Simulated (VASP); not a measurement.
Set up this calculation in VASP 6.6.1, as the native input.

```
Task                   : electric field gradients
Functional             : LDA
Potentials or basis    : VASP PAW LDA potentials, release 64 (Se)
Cutoff                 : 520 eV
k mesh                 : 6 × 6 × 5
Occupations            : fermi-dirac, width 0.03 eV
Spin                   : no spin polarisation
Dipole correction      : no
Further INCAR settings : ALGO = Normal; EDIFF = 1e-08; NBANDS = 16
```

The structure of Se lies in POSCAR:

```
Se
1.0
    4.2770688178      0.0000000000      0.0000000000
   -2.1385344090      3.7040502500      0.0000000000
    0.0000000000      0.0000000000      4.8524777481
Se
3
Direct
    0.2254000000      0.0000000000      0.3333333333
    0.0000000000      0.2254000000      0.6666666667
    0.7746000000      0.7746000000      0.0000000000
```

This cell differs from its parent crystal: volume scaled by 0.94.

These files were run (other wordings do the same):

INCAR

```
PREC = Accurate
ENCUT = 520
EDIFF = 1E-8
ISMEAR = -1
SIGMA = 0.03
LREAL = False
LASPH = True
NELM = 80
ALGO = Normal
ISIF = 2
LWAVE = False
LCHARG = False
GGA = CA
LEFG = True
NBANDS = 16
```

KPOINTS

```
Automatic mesh
0
Gamma
  6 6 5
```

Potentials or basis: VASP PAW LDA potentials, release 64 (Se).

Run with:

```sh
$ cat potpaw_LDA.64/Se/POTCAR > POTCAR
$ mpirun -np 1 vasp_std > vasp.out
```

Results of the run:

The pressure is 2.9 GPa, the largest force is 0.952 eV/Å and the band gap on the k mesh is 1.14 eV, indirect (least direct gap 1.51 eV).

Caveat: without QUAD_EFG the Cq values of the log hold for a quadrupole moment of 1 mb, not for the nuclei.

Run time: 15 s on 1 thread of Intel(R) Xeon(R) Platinum 8375C CPU @ 2.90GHz (Ice Lake), with other jobs on the host, peak memory 0.16 GiB.
